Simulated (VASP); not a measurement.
# PtSe2 (Sudovikovite) (P-3m1) in VASP: a series of runs

Runs on PtSe2 (Sudovikovite). Level: PBEsol+U. Tasks: single point, relaxation of cell and atoms.

Everything below comes from runs of VASP 6.6.1. Logs are shortened: lines on timing, memory, paths and dates and some standing lists are left out, and cuts for length are marked.

## Step 1: The cell of the first run

Symmetry: P-3m1, No. 164, trigonal system. Conventional cell: a = 3.724 Å, b = 3.724 Å, c = 5.062 Å, α = 90.00°, β = 90.00°, γ = 120.00°. Pt (site symmetry -3m) has 6 Se at 2.49 Å within 3.3 Å. Se (site symmetry 3m) has 3 Pt at 2.49 Å within 3.3 Å.

## Step 2: Single point, PBEsol+U

The input, INCAR:

```
  PREC = Accurate
  ENCUT = 520
  EDIFF = 1E-6
  ISMEAR = -1
  SIGMA = 0.05
  LREAL = False
  LASPH = True
  NELM = 150
  ALGO = Normal
  ISIF = 2
  LWAVE = False
  LCHARG = False
  LMAXMIX = 4
  LDAU = True
  LDAUTYPE = 2
  LDAUL = 2 -1
  LDAUU = 5 0
  LDAUJ = 0 0
  LDAUPRINT = 1
  GGA = PS
  NBANDS = 18
```

The input, KPOINTS:

```
Automatic mesh
0
Gamma
  8 8 5
```

The input, POSCAR:

```
PtSe2
1.0
    3.7240000000      0.0000000000      0.0000000000
   -1.8620000000      3.2250786037      0.0000000000
    0.0000000000      0.0000000000      5.0620000000
Pt Se
1 2
Direct
    0.0000000000      0.0000000000      0.0000000000
    0.6666666667      0.3333333333      0.7500000000
    0.3333333333      0.6666666667      0.2500000000
```

Potentials or basis: VASP PAW PBE potentials, release 64 (Pt, Se).

Command:

```bash
cat potpaw_PBE.64/Pt/POTCAR potpaw_PBE.64/Se/POTCAR > POTCAR
mpirun -np 1 vasp_std > vasp.out
```

OUTCAR:

```text
PREC = Accurate
   ENCUT = 520
   EDIFF = 1E-6
   ISMEAR = -1
   LREAL = False
   LASPH = True
   NELM = 150
   ISIF = 2
   GGA = PS

 ion  position               nearest neighbor table
   1  0.000  0.000  0.000-   2 2.49   3 2.49   2 2.49   3 2.49   2 2.49   3 2.49
   2  0.667  0.333  0.750-   1 2.49   1 2.49   1 2.49
   3  0.333  0.667  0.250-   1 2.49   1 2.49   1 2.49

  LATTYP: Found a hexagonal cell.
 ALAT       =     3.7240000000
 C/A-ratio  =     1.3592910849

  Lattice vectors:

 A1 = (   3.7240000000,   0.0000000000,   0.0000000000)
 A2 = (  -1.8620000000,   3.2250786037,   0.0000000000)
 A3 = (   0.0000000000,   0.0000000000,   5.0620000000)

Analysis of symmetry for initial positions (statically):
=====================================================================
 Subroutine PRICEL returns:
 Original cell was already a primitive cell.

 Routine SETGRP: Setting up the symmetry group for a
 hexagonal supercell.

 Subroutine GETGRP returns: Found 12 space group operations
 (whereof 12 operations were pure point group operations)
 out of a pool of 24 trial point group operations.

The static configuration has the point symmetry D_3d.

Analysis of symmetry for dynamics (positions and initial velocities):
=====================================================================
 Subroutine PRICEL returns:
 Original cell was already a primitive cell.

 Routine SETGRP: Setting up the symmetry group for a
 hexagonal supercell.

 Subroutine GETGRP returns: Found 12 space group operations
 (whereof 12 operations were pure point group operations)
 out of a pool of 24 trial point group operations.

The dynamic configuration has the point symmetry D_3d.

 Subroutine INISYM returns: Found 12 space group operations
 (whereof 12 operations are pure point group operations),
 and found     1 'primitive' translations

----------------------------------------------------------------------------------------

                                     Primitive cell

  volume of cell :      60.7956

  direct lattice vectors                    reciprocal lattice vectors
     3.724000000  0.000000000  0.000000000     0.268528464  0.155034981  0.000000000
    -1.862000000  3.225078604  0.000000000     0.000000000  0.310069962  0.000000000
     0.000000000  0.000000000  5.062000000     0.000000000  0.000000000  0.197550375

  length of vectors
     3.724000000  3.724000000  5.062000000     0.310069962  0.310069962  0.197550375

  position of ions in fractional coordinates (direct lattice)
     0.000000000  0.000000000  0.000000000
     0.666666667  0.333333333  0.750000000
     0.333333333  0.666666667  0.250000000

  ion indices of the primitive-cell ions
   primitive index   ion index
                 1           1
                 2           2
                 3           3

----------------------------------------------------------------------------------------

 KPOINTS: Automatic mesh

Automatic generation of k-mesh.
 Grid dimensions read from file:
 generate k-points for:    8    8    5

 Generating k-lattice:

  Cartesian coordinates                     Fractional coordinates (reciprocal lattice)
     0.033566058  0.019379373  0.000000000     0.125000000  0.000000000  0.000000000
     0.000000000  0.038758745  0.000000000     0.000000000  0.125000000  0.000000000
     0.000000000  0.000000000  0.039510075     0.000000000  0.000000000  0.200000000

  Length of vectors
     0.038758745  0.038758745  0.039510075

  Shift w.r.t. Gamma in fractional coordinates (k-lattice)
     0.000000000  0.000000000  0.000000000

[... 36 lines left out ...]
   dimension x,y,z NGXF=    56 NGYF=   56 NGZF=   80
   ions per type =               1   2
   NGX,Y,Z   is equivalent  to a cutoff of  12.50, 12.50, 13.14 a.u.
   NGXF,Y,Z  is equivalent  to a cutoff of  25.00, 25.00, 26.27 a.u.
 SYSTEM =  unknown system
   PREC   = accura    normal or accurate (medium, high low for compatibility)
   ISTART =      0    job   : 0-new  1-cont  2-samecut
   ICHARG =      2    charge: 1-file 2-atom 10-const
   ISPIN  =      1    spin polarized calculation?
   LNONCOLLINEAR =      F non collinear calculations
   LSORBIT =      F    spin-orbit coupling
   LASPH  =      T    aspherical Exc in radial PAW
   ENCUT  =  520.0 eV  38.22 Ry    6.18 a.u.   6.92  6.92  9.41*2*pi/ulx,y,z
   NELM   =    150;   NELMIN=  2; NELMDL= -5     # of ELM steps
   EDIFF  = 0.1E-05   stopping-criterion for ELM
   LREAL  =      F    real-space projection
   EDIFFG = 0.1E-04   stopping-criterion for IOM
   NSW    =      0    number of steps for IOM
   IBRION =     -1    ionic relax: 0-MD 1-quasi-New 2-CG
   NFREE  =      0    steps in history (QN), initial steepest desc. (CG)
   ISIF   =      2    stress and relaxation
   ISYM   =      2    0-nonsym 1-usesym 2-fastsym
   POTIM  = 0.5000    time-step for ionic-motion
   TEBEG  =    0.0;   TEEND  =   0.0 temperature during run
   PSTRESS=    0.0 pullay stress
   NELECT =      22.0000    total number of electrons
   NUPDOWN=      -1.0000    fix difference up-down
   EMIN   =  10.00;   EMAX   =-10.00  energy-range for DOS
   EFERMI =   0.00;   METHOD = LEGACY
   ISMEAR =    -1;   SIGMA  =   0.05  broadening in eV -4-tet -1-fermi 0-gaus
   EFERMI_NEDOS =   21; number of points for ismear=-14 and -15
   IALGO  =     38    algorithm
   IMIX   =      4    mixing-type and parameters
     AMIX     =   0.40;   BMIX     =  1.00
     AMIX_MAG =   1.60;   BMIX_MAG =  1.00
  volume/ion in A,a.u.               =      20.27       136.76
  Fermi-wavevector in a.u.,A,eV,Ry     =   1.166608  2.204570 18.517184  1.360975
  Thomas-Fermi vector in A             =   2.303119
   LORBIT       =      0    0 simple, 1 ext, 2 COOP (PROOUT), +10 PAW based schemes
 LDA+U is selected, type is set to LDAUTYPE =  2
   angular momentum for each species LDAUL =     2   -1
   U (eV)           for each species LDAUU =   5.0  0.0
   J (eV)           for each species LDAUJ =   0.0  0.0
   GGA     = PS    functional components
   LHFCALC =     F    Hartree Fock is set to
   AEXX    =    0.0000 exact exchange contribution
   IVDW    =     0    specifies the selected vdW correction
   LEPSILON=     F    determine dielectric tensor
   LRPA    =     F    only Hartree local field effects (RPA)
 non-spin polarized calculation
  energy-cutoff  :      520.00
  volume of cell :       60.80
 maximum number of plane-waves:      1654
   NGX = 13   NGY = 13   NGZ = 19

atom =   1  type =  1  l = 2

 onsite density matrix

spin component  1

  0.8599  0.0000  0.0000  0.1005 -0.0000
  0.0000  0.8030  0.0000  0.0000  0.1005
  0.0000  0.0000  0.9326  0.0000  0.0000
  0.1005  0.0000  0.0000  0.8030 -0.0000
 -0.0000  0.1005  0.0000 -0.0000  0.8599

spin component  2

  0.8599  0.0000  0.0000  0.1005 -0.0000
  0.0000  0.8030  0.0000  0.0000  0.1005
  0.0000  0.0000  0.9326  0.0000  0.0000
  0.1005  0.0000  0.0000  0.8030 -0.0000
 -0.0000  0.1005  0.0000 -0.0000  0.8599

 occupancies and eigenvectors

  o =  0.7269  v = -0.6031  0.0000  0.0000  0.7976 -0.0000  0.0000  0.0000  0.0000  0.0000  0.0000      0.0000  0.0000  0.0000  0.0000  0.0000  0.0000  0.0000  0.0000  0.0000  0.0000
  o =  0.7269  v =  0.0000  0.0000  0.0000  0.0000  0.0000 -0.6031  0.0000  0.0000  0.7976 -0.0000      0.0000  0.0000  0.0000  0.0000  0.0000  0.0000  0.0000  0.0000  0.0000  0.0000
  o =  0.7269  v =  0.0000 -0.7976 -0.0000  0.0000  0.6031  0.0000  0.0000  0.0000  0.0000  0.0000      0.0000  0.0000  0.0000  0.0000  0.0000  0.0000  0.0000  0.0000  0.0000  0.0000
  o =  0.7269  v =  0.0000  0.0000  0.0000  0.0000  0.0000  0.0000 -0.7976 -0.0000  0.0000  0.6031      0.0000  0.0000  0.0000  0.0000  0.0000  0.0000  0.0000  0.0000  0.0000  0.0000
  o =  0.9326  v =  0.0000  0.0000 -1.0000  0.0000  0.0000  0.0000  0.0000  0.0000  0.0000  0.0000      0.0000  0.0000  0.0000  0.0000  0.0000  0.0000  0.0000  0.0000  0.0000  0.0000
  o =  0.9326  v =  0.0000  0.0000  0.0000  0.0000  0.0000  0.0000  0.0000 -1.0000  0.0000  0.0000      0.0000  0.0000  0.0000  0.0000  0.0000  0.0000  0.0000  0.0000  0.0000  0.0000
  o =  0.9359  v = -0.7976  0.0000 -0.0000 -0.6031  0.0000  0.0000  0.0000  0.0000  0.0000  0.0000      0.0000  0.0000  0.0000  0.0000  0.0000  0.0000  0.0000  0.0000  0.0000  0.0000
  o =  0.9359  v =  0.0000  0.0000  0.0000  0.0000  0.0000 -0.7976  0.0000 -0.0000 -0.6031  0.0000      0.0000  0.0000  0.0000  0.0000  0.0000  0.0000  0.0000  0.0000  0.0000  0.0000
  o =  0.9359  v =  0.0000  0.0000  0.0000  0.0000  0.0000  0.0000  0.6031  0.0000  0.0000  0.7976      0.0000  0.0000  0.0000  0.0000  0.0000  0.0000  0.0000  0.0000  0.0000  0.0000
  o =  0.9359  v =  0.0000  0.6031  0.0000  0.0000  0.7976  0.0000  0.0000  0.0000  0.0000  0.0000      0.0000  0.0000  0.0000  0.0000  0.0000  0.0000  0.0000  0.0000  0.0000  0.0000

 number of electron      21.9999999 magnetization

 Free energy of the ion-electron system (eV)
  ---------------------------------------------------
  ext. energy  EPLUGINS =         0.00000000
  ---------------------------------------------------
  free energy    TOTEN  =       -12.59583455 eV

  energy without entropy =      -12.58802597  energy(sigma->0) =      -12.59193026

 E-fermi :   6.1701     XC(G=0): -10.7812

 val. band max:        6.1493511608   @ k =   0.1250  -0.0000   0.0000
 cond. band min:       6.1790969594   @ k =   0.3750   0.2500   0.0000
 fundamental gap:      0.0297457985
 Fermi energy:         6.1700858279

 k-point     1 :       0.0000    0.0000    0.0000
  band No.  band energies     occupation
      1      -9.3942      2.00000
      2      -6.5914      2.00000
      3      -1.4157      2.00000
      4      -0.7126      2.00000
      5      -0.7126      2.00000
      6       1.0698      2.00000
[... 481 lines left out ...]
      5       0.3609      2.00000
      6       0.4780      2.00000
[... 10 lines left out ...]
     17      14.5702      0.00000
     18      15.3511      0.00000

 [... further k-points ...]

------------------------ aborting loop because EDIFF is reached ----------------------------------------

  FORCE on cell =-STRESS in cart. coord.  units (eV):
  Direction    XX          YY          ZZ          XY          YZ          ZX
  --------------------------------------------------------------------------------------
  -------------------------------------------------------------------------------------
  Total       -0.4534100     -0.4534100     -0.4031842      0.0000000     -0.0000000      0.0000000
  in kB      -11.9489459    -11.9489459    -10.6253179      0.0000000     -0.0000000      0.0000000
  external PRESSURE =     -11.5077366 kB  Pullay stress =       0.0000000 kB

 VOLUME and BASIS-vectors are now :
 -----------------------------------------------------------------------------
  energy-cutoff  :      520.00
  volume of cell :       60.80
      direct lattice vectors                 reciprocal lattice vectors
     3.724000000  0.000000000  0.000000000     0.268528464  0.155034981  0.000000000
    -1.862000000  3.225078604  0.000000000     0.000000000  0.310069962  0.000000000
     0.000000000  0.000000000  5.062000000     0.000000000  0.000000000  0.197550375

 POSITION                                       TOTAL-FORCE (eV/Angst)
 -----------------------------------------------------------------------------------
      0.00000      0.00000      0.00000        -0.000000      0.000000      0.000000
      1.86200      1.07503      3.79650         0.000000     -0.000000     -0.094546
     -0.00000      2.15005      1.26550        -0.000000      0.000000      0.094546
 -----------------------------------------------------------------------------------
    total drift:                               -0.000000     -0.000000     -0.000000

  FREE ENERGIE OF THE ION-ELECTRON SYSTEM (eV)
  ---------------------------------------------------
  free  energy   TOTEN  =       -12.5958345483 eV

  energy  without entropy=      -12.5880259697  energy(sigma->0) =      -12.59193026
```

Run time: 15 s. Hardware: 1 thread of Intel Xeon 6975P-C (Granite Rapids), shared host; peak memory 0.2 GiB.

Results:

```
Free energy            : -12.5958 eV
Pressure               : -1.2 GPa
Largest force          : 0.095 eV/Å
Band gap on the k mesh : zero (band 11 reaches 6.70 eV, above the bottom of band 12 at 6.18 eV)
```

Forces on the atoms (eV/Å):
```
Pt   0.000  0.000  0.000
Se   0.000  0.000 -0.095
Se   0.000  0.000  0.095
```

Stress tensor (GPa, compression positive):
```
-1.19  0.00  0.00
 0.00 -1.19  0.00
 0.00  0.00 -1.06
```

Eigenvalues of the final occupation matrices:
```
    site  spin  trace               eigenvalues
site 1 d     1   4.26  0.73 0.73 0.93 0.94 0.94
site 1 d     2   4.26  0.73 0.73 0.93 0.94 0.94
```

Caveat: the PAW data sets were made with another functional, which shifts forces and pressure a little; spin-orbit coupling is left out, which moves the levels of the heavy elements; U without spin polarisation on a metal has little footing.

## Step 3: Single point, PBEsol+U

The input, INCAR:

```
SYSTEM = PtSe2
ALGO     = Normal         ! electronic algorithm
EDIFF    = 1E-6           ! SCF threshold, eV
ENCUT    = 520            ! plane-wave cutoff, eV
GGA      = PS             ! functional
ISIF     = 2              ! what is computed and relaxed
ISMEAR   = -1             ! smearing method
LASPH    = .True.         ! aspherical terms in the spheres
LCHARG   = .False.        ! write CHGCAR
LDAU     = .True.         ! DFT+U
LDAUJ    = 0 0          
LDAUL    = 2 -1           ! shell
LDAUPRINT= 1            
LDAUTYPE = 2            
LDAUU    = 6 0            ! U, eV
LMAXMIX  = 4              ! l up to which the mixer works
LREAL    = .False.        ! projectors in reciprocal space
LWAVE    = .False.        ! write WAVECAR
NBANDS   = 18             ! bands
NELM     = 150            ! most SCF steps
PREC     = Accurate       ! precision mode
SIGMA    = 0.05           ! smearing width, eV
```

The input, KPOINTS:

```
k-points
0
Gamma
  8 8 5
  0 0 0
```

POSCAR is that of step 2.

Potentials or basis: VASP PAW PBE potentials, release 64 (Pt, Se).

Command:

```bash
cat potpaw_PBE.64/Pt/POTCAR potpaw_PBE.64/Se/POTCAR > POTCAR
mpirun -np 1 vasp_std > vasp.out
```

OUTCAR:

```text
SYSTEM = PtSe2
   EDIFF = 1E-6
   ENCUT = 520
   GGA = PS
   ISIF = 2
   ISMEAR = -1
   LASPH = .True.
   LREAL = .False.
   NELM = 150
   PREC = Accurate

 ion  position               nearest neighbor table
   1  0.000  0.000  0.000-   2 2.49   3 2.49   2 2.49   3 2.49   2 2.49   3 2.49
   2  0.667  0.333  0.750-   1 2.49   1 2.49   1 2.49
   3  0.333  0.667  0.250-   1 2.49   1 2.49   1 2.49

  LATTYP: Found a hexagonal cell.
 ALAT       =     3.7240000000
 C/A-ratio  =     1.3592910849
[... 733 lines left out ...]

  FORCE on cell =-STRESS in cart. coord.  units (eV):
  Direction    XX          YY          ZZ          XY          YZ          ZX
  --------------------------------------------------------------------------------------
  -------------------------------------------------------------------------------------
  Total       -0.8324985     -0.8324985     -0.6791839      0.0000000      0.0000000      0.0000000
  in kB      -21.9392587    -21.9392587    -17.8988799      0.0000000      0.0000000      0.0000000
  external PRESSURE =     -20.5924658 kB  Pullay stress =       0.0000000 kB

 VOLUME and BASIS-vectors are now :
 -----------------------------------------------------------------------------
  energy-cutoff  :      520.00
  volume of cell :       60.80
      direct lattice vectors                 reciprocal lattice vectors
     3.724000000  0.000000000  0.000000000     0.268528464  0.155034981  0.000000000
    -1.862000000  3.225078604  0.000000000     0.000000000  0.310069962  0.000000000
     0.000000000  0.000000000  5.062000000     0.000000000  0.000000000  0.197550375

 POSITION                                       TOTAL-FORCE (eV/Angst)
 -----------------------------------------------------------------------------------
      0.00000      0.00000      0.00000         0.000000      0.000000      0.000000
      1.86200      1.07503      3.79650        -0.000000      0.000000     -0.016200
     -0.00000      2.15005      1.26550         0.000000     -0.000000      0.016200
 -----------------------------------------------------------------------------------
    total drift:                               -0.000000     -0.000000     -0.000000

  FREE ENERGIE OF THE ION-ELECTRON SYSTEM (eV)
  ---------------------------------------------------
  free  energy   TOTEN  =       -12.0358081750 eV

  energy  without entropy=      -12.0278103625  energy(sigma->0) =      -12.03180927
```

stdout:

```text
POSCAR found type information on POSCAR PtSe
 POSCAR found :  2 types and       3 ions
 scaLAPACK will be used
 -----------------------------------------------------------------------------
|                                                                             |
|                                                                             |
|     You enforced a specific xc type in the INCAR file but a different       |
|     I HOPE YOU KNOW WHAT YOU ARE DOING!                                     |
|                                                                             |
 -----------------------------------------------------------------------------

 LDA part: xc-table for (Slater+PW92), standard interpolation
 POSCAR, INCAR and KPOINTS ok, starting setup
 FFT: planning ... GRIDC
 FFT: planning ... GRID_SOFT
 FFT: planning ... GRID
 WAVECAR not read
 entering main loop
```

Wall time 15 s (1 thread of Intel Xeon 6975P-C (Granite Rapids), shared host); peak memory 0.2 GiB.

Results:

- Free energy: -12.0358 eV
- Pressure: -2.1 GPa
- Largest force: 0.016 eV/Å
- Band gap on the k mesh: zero (band 11 reaches 6.67 eV, above the bottom of band 12 at 6.09 eV)

Forces on the atoms (eV/Å):
```
Pt   0.000  0.000  0.000
Se   0.000  0.000 -0.016
Se   0.000  0.000  0.016
```

Stress tensor (GPa, compression positive):
```
-2.19  0.00  0.00
 0.00 -2.19  0.00
 0.00  0.00 -1.79
```

Levels at points of the mesh, in eV from the Fermi level:
| k point | band 8 | band 9 | band 10 | band 11 | band 12 | band 13 | band 14 | band 15 |
| --- | --- | --- | --- | --- | --- | --- | --- | --- |
| (0.00, 0.00, 0.00) | -3.40 | -0.83 | -0.83 | 0.57 | 1.37 | 1.37 | 3.79 | 4.34 |
| (0.50, 0.00, 0.00) | -4.00 | -3.56 | -3.36 | -3.31 | 0.54 | 2.32 | 4.70 | 6.08 |

Eigenvalues of the final occupation matrices:
| site | spin | trace | eigenvalues |
| --- | --- | --- | --- |
| site 1 d | 1 | 4.32 | 0.74 0.74 0.94 0.95 0.95 |
| site 1 d | 2 | 4.32 | 0.74 0.74 0.94 0.95 0.95 |

Caveat: the PAW data sets were made with another functional, which shifts forces and pressure a little; spin-orbit coupling is left out, which moves the levels of the heavy elements; U without spin polarisation on a metal has little footing.

[end of part 1 of 2]
